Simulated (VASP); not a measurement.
Si2Mo:

```
Si Mo
1.0
     4.58547    0.00000    0.00000
    -2.29274    3.97113    0.00000
     0.00000    0.00000    6.57976
Si Mo
6 3
Direct
  0.16387 0.83613 0.83333
  0.32775 0.16387 0.16667
  0.83613 0.67225 0.50000
  0.83613 0.16387 0.83333
  0.67225 0.83613 0.16667
  0.16387 0.32775 0.50000
  0.50000 0.00000 0.50000
  0.00000 0.50000 0.16667
  0.50000 0.50000 0.83333
```

```yaml
Program: VASP 6.6.1
Task: relaxation of cell and atoms
Functional: PBE
Potentials_or_basis: VASP PAW PBE potentials, release 64 (Si, Mo_sv)
Cutoff: 600 eV
k_mesh: 12 × 12 × 6
Occupations: gaussian, width 0.01 eV
Spin: no spin polarisation
```

At the start: pressure 3.7 GPa; volume 13.31 Å³/atom.

Q: How do energy, volume and symmetry change on relaxing?

A: Over 5 steps the energy falls by 2.6 meV/atom and the volume is 13.54 Å³/atom (+1.7 %); space group P6_222 (No. 180, to 0.1 Å) before and after.

The path:
```
step  energy change (eV)  largest force (eV/Å)  pressure (GPa)  volume (Å³)
   1              0.0000                0.0057            3.66       119.81
   2              0.0319                0.0175           -5.21       125.16
   3             -0.0230                0.0102           -0.02       121.88
   4             -0.0229                0.0100            0.03       121.84
   5             -0.0231                0.0017            0.05       121.84
```

Final structure:
```
Si Mo
1.0
     4.61372    0.00000    0.00000
    -2.30686    3.99560    0.00000
     0.00000    0.00000    6.60959
Si Mo
6 3
Direct
  0.16394 0.83606 0.83333
  0.32788 0.16394 0.16667
  0.83606 0.67212 0.50000
  0.83606 0.16394 0.83333
  0.67212 0.83606 0.16667
  0.16394 0.32788 0.50000
  0.50000 0.00000 0.50000
  0.00000 0.50000 0.16667
  0.50000 0.50000 0.83333
```
